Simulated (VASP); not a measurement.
Crystal: GaN.

```xyz
2
Lattice="3.0996 0.0000 0.0000 1.5498 2.6843 0.0000 1.5498 0.8948 2.5308" Properties=species:S:1:pos:R:3 pbc="T T T"
Ga    0.0000    0.0000    0.0000
N     1.5498    0.8948    0.6327
```

This cell differs from its parent crystal: volume scaled by 0.92.

| Quantity | Value |
| --- | --- |
| Program | VASP 6.6.1 |
| Task | relaxation of cell and atoms |
| Functional | LDA |
| Potentials or basis | VASP PAW LDA potentials, release 64 (Ga_d, N) |
| Cutoff | 600 eV |
| k mesh | 10 × 10 × 10 |
| Occupations | tetrahedron |
| Spin | no spin polarisation |

At the start: pressure 12.2 GPa; volume 10.53 Å³/atom.

Problem. How do energy, volume and symmetry change on relaxing?

Solution. Over 4 steps the energy falls by 21.2 meV/atom and the volume is 11.11 Å³/atom (+5.5 %); space group F-43m (No. 216, to 0.05 Å).

Step by step:
```tsv
step	energy change (eV)	largest force (eV/Å)	pressure (GPa)	volume (Å³)
1	0.0000	0.0000	12.18	21.06
2	0.0048	0.0000	-10.45	23.59
3	-0.0424	0.0000	-0.16	22.24
4	-0.0424	0.0000	0.14	22.21
```

Final structure:
```
Ga N
1.0
     3.15531    0.00000    0.00000
     1.57766    2.73258    0.00000
     1.57766    0.91086    2.57630
Ga N
1 1
Direct
  0.00000 0.00000 0.00000
  0.25000 0.25000 0.25000
```

Caveat: the cell differs from its parent crystal (volume scaled by 0.92).
